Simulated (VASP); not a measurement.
Write the native input for VASP 6.6.1 that does the following.

```
Task                   : relaxation of cell and atoms
Functional             : PBE
Potentials or basis    : VASP PAW PBE potentials, release 64 (Sb, Pt)
Cutoff                 : 600 eV
k mesh                 : 12 × 12 × 12
Occupations            : gaussian, width 0.1 eV
Spin                   : no spin polarisation
Dipole correction      : no
Further INCAR settings : ALGO = Normal; EDIFF = 1e-06; IBRION = 2; EDIFFG = -0.01; NSW = 100; ISIF = 3
```

The structure of Sb2Pt lies in POSCAR:

```
Sb2Pt
1.0
    0.0000000000      3.3238608951      3.3238608951
    3.3238608951      0.0000000000      3.3238608951
    3.3238608951      3.3238608951      0.0000000000
Sb Pt
2 1
Direct
    0.2500000000      0.2500000000      0.2500000000
    0.7500000000      0.7500000000      0.7500000000
    0.0000000000      0.0000000000      0.0000000000
```

The input as run:

INCAR

```
PREC = Accurate ; ENCUT = 600
EDIFF = 1E-6 ; ISMEAR = 0
SIGMA = 0.1 ; LREAL = F
LASPH = T ; NELM = 60
ALGO = Normal ; ISIF = 3
LWAVE = F ; LCHARG = F
GGA = PE ; IBRION = 2
NSW = 100 ; EDIFFG = -0.01
```

KPOINTS

```
Automatic mesh
0
Gamma
  12 12 12
```

Potentials or basis: VASP PAW PBE potentials, release 64 (Sb, Pt).

The run is started by

```console
$ cat potpaw_PBE.64/Sb/POTCAR potpaw_PBE.64/Pt/POTCAR > POTCAR
$ mpirun -np 1 vasp_std > vasp.out
```

It gave:

```
Relaxed volume                        : 24.37 Å³/atom
Relaxed cell                          : a = 4.693 Å, b = 4.693 Å, c = 4.693 Å, α = 60.00°, β = 60.00°, γ = 60.00°
Space group after relaxing (to 0.1 Å) : Fm-3m (No. 225)
Energy gained by relaxing             : 0.2 meV/atom
Ionic steps                           : 3
Pressure after relaxing               : 0.0 GPa
Band gap on the k mesh                : zero (bands 10 and 11 overlap by 1.94 eV)
```

Caveat: spin-orbit coupling is left out, which moves the levels of the heavy elements.

It took 97 s on 1 thread of Intel(R) Xeon(R) 6975P-C (Granite Rapids), with other jobs on the host, peak memory 0.31 GiB.
